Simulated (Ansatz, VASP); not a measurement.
**Two plane-wave programs on SiO2**

The input INCAR:

```
ALGO = Normal
EDIFF = 1E-6
ENCUT = 520
GGA = PS
ISIF = 2
ISMEAR = 0
LASPH = True
LCHARG = False
LREAL = False
LWAVE = False
NBANDS = 34
NELM = 80
PREC = Accurate
SIGMA = 0.05
```

The input KPOINTS:

```
k-points
0
Gamma
  6 6 4
```

File POSCAR:

```
SiO2
1.0
    5.1564260754      0.0000000000      0.0000000000
   -2.5782130377      4.4655959741      0.0000000000
    0.0000000000      0.0000000000      5.5583697557
Si O
3 6
Direct
    0.0000000000      0.5000000000      0.3333333333
    0.5000000000      0.5000000000      0.6666666667
    0.5000000000      0.0000000000      0.0000000000
    0.5845091965      0.7922545982      0.8333333333
    0.7922545982      0.5845091965      0.5000000000
    0.7922545982      0.2077454018      0.1666666667
    0.4154908035      0.2077454018      0.8333333333
    0.2077454018      0.4154908035      0.5000000000
    0.2077454018      0.7922545982      0.1666666667
```

Input for Ansatz:

```yaml
crystal:
  lattice:
    - [5.1564260754, 0.0, 0.0]
    - [-2.5782130377, 4.4655959741, 0.0]
    - [0.0, 0.0, 5.5583697557]
  atoms:
    - { symbol: Si, position: [0.0, 0.5, 0.3333333333] }
    - { symbol: Si, position: [0.5, 0.5, 0.6666666667] }
    - { symbol: Si, position: [0.5, 0.0, 0.0] }
    - { symbol: O, position: [0.5845091965, 0.7922545982, 0.8333333333] }
    - { symbol: O, position: [0.7922545982, 0.5845091965, 0.5] }
    - { symbol: O, position: [0.7922545982, 0.2077454018, 0.1666666667] }
    - { symbol: O, position: [0.4154908035, 0.2077454018, 0.8333333333] }
    - { symbol: O, position: [0.2077454018, 0.4154908035, 0.5] }
    - { symbol: O, position: [0.2077454018, 0.7922545982, 0.1666666667] }
basis:
  ecutwfc: 420
kpoints:
  mp_grid: { grid: [6, 6, 4] }
hamiltonian:
  xc: pbesol
scf:
  occupations: { method: gaussian, width: 0.05 }
output:
  forces: true
  stress: true
  eigenvalues: true
```

Change from the starting cell: strain +0.0150 x Voigt [1, 1, 0, 0, 0, 0], atoms carried along.

Alike in both runs: task single point; functional PBEsol; k mesh 6 × 6 × 4; occupations gaussian, width 0.05 eV; no spin polarisation.

|  | VASP | Ansatz |
| --- | --- | --- |
| version | VASP 6.6.1 | Ansatz 0.2.0 |
| potentials or method | VASP PAW PBE potentials, release 64 (Si, O), cutoff 520 eV | scalar-relativistic, plane waves, PAW |
| valence electrons in the cell | 48 | 48 |

VASP gave:

- gap on the k mesh at the Fermi level (eV): 5.36
- least direct gap on the mesh (eV): 5.57
- pressure (GPa): -4.6
- traceless stress, the component that is largest in VASP (GPa): 0.73
- rms of the force components (eV/Å): 0.108

Question: What did Ansatz give for the same quantities?

Answer: gap on the k mesh at the Fermi level (eV): 5.36; least direct gap on the mesh (eV): 5.57; pressure (GPa): -5.0; traceless stress, the component that is largest in VASP (GPa): 0.71; rms of the force components (eV/Å): 0.109.

VASP's potentials were made for PBE, not for PBEsol. Atom by atom the forces differ by 0.001 eV/Å (rms over components).
